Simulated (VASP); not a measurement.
## TiAl: relaxation of cell and atoms with r2SCAN

The system is TiAl.

```
CELL_PARAMETERS angstrom
3.17906 0.00000 0.00000
0.00000 3.17906 0.00000
0.00000 0.00000 3.17906
ATOMIC_POSITIONS crystal
Ti 0.00000 0.00000 0.00000
Al 0.50000 0.50000 0.50000
```

| Quantity | Value |
| --- | --- |
| Program | VASP 6.6.1 |
| Task | relaxation of cell and atoms |
| Functional | r2SCAN |
| Potentials or basis | VASP PAW PBE potentials, release 64 (Ti_sv, Al) |
| Cutoff | 600 eV |
| k mesh | 8 × 8 × 8 |
| Occupations | fermi-dirac, width 0.05 eV |
| Spin | no spin polarisation |
| Target pressure | 20 GPa |
| Dipole correction | no |
| Further INCAR settings | ALGO = Normal; EDIFF = 1e-06; IBRION = 2; EDIFFG = -0.01; NSW = 60; ISIF = 3 |

| Property | Result |
| --- | --- |
| Relaxed volume | 14.04 Å³/atom |
| Relaxed cell | a = 3.040 Å, b = 3.040 Å, c = 3.040 Å, α = 90.00°, β = 90.00°, γ = 90.00° |
| Space group after relaxing (to 0.1 Å) | Pm-3m (No. 221) |
| Energy change on relaxing (the run minimises the enthalpy) | +109.1 meV/atom |
| Ionic steps | 6 |
| Pressure after relaxing | 20.0 GPa |
| Band gap on the k mesh | zero (an odd number of electrons rules out a gap without spin polarisation) |

Step by step:
```tsv
step	energy change (eV)	largest force (eV/Å)	pressure (GPa)	volume (Å³)
1	0.0000	0.0000	-0.58	32.13
2	1.3902	0.0000	66.87	23.46
3	0.1974	0.0000	18.92	28.26
4	0.2139	0.0000	19.71	28.12
5	0.2235	0.0000	20.13	28.05
6	0.2183	0.0000	20.02	28.09
```

Final structure:
```cif
data_structure
_symmetry_space_group_name_H-M 'P 1'
_symmetry_Int_Tables_number 1
_cell_length_a 3.0398
_cell_length_b 3.0398
_cell_length_c 3.0398
_cell_angle_alpha 90.000
_cell_angle_beta 90.000
_cell_angle_gamma 90.000
_cell_volume 28.09
loop_
_atom_site_label
_atom_site_type_symbol
_atom_site_fract_x
_atom_site_fract_y
_atom_site_fract_z
_atom_site_occupancy
Ti1 Ti 0.00000 0.00000 0.00000 1
Al1 Al 0.50000 0.50000 0.50000 1
```

Levels at points of the mesh, in eV from the Fermi level:
```tsv
k point	band 3	band 4	band 5	band 6	band 7	band 8	band 9	band 10	band 11
(0.00, 0.00, 0.00)	-34.11	-34.11	-10.45	-1.98	-1.98	2.39	2.39	2.39	5.38
(0.50, 0.00, 0.00)	-34.09	-34.09	-6.59	-5.99	-0.82	0.33	0.33	2.66	3.75
(0.50, 0.50, 0.00)	-34.37	-34.06	-5.63	-2.40	-2.40	-1.80	0.96	0.96	3.39
(0.50, 0.50, 0.50)	-34.33	-34.33	-3.71	-3.71	-3.71	1.82	3.32	3.32	3.32
```

Wall time 6.1 min on 1 thread of Intel Xeon 8259CL, on a shared host, peak memory 0.18 GiB.

Caveat: the cell is relaxed towards a set pressure, so the run minimises the enthalpy, not the energy; the PAW data sets were made with another functional, which shifts forces and pressure a little.
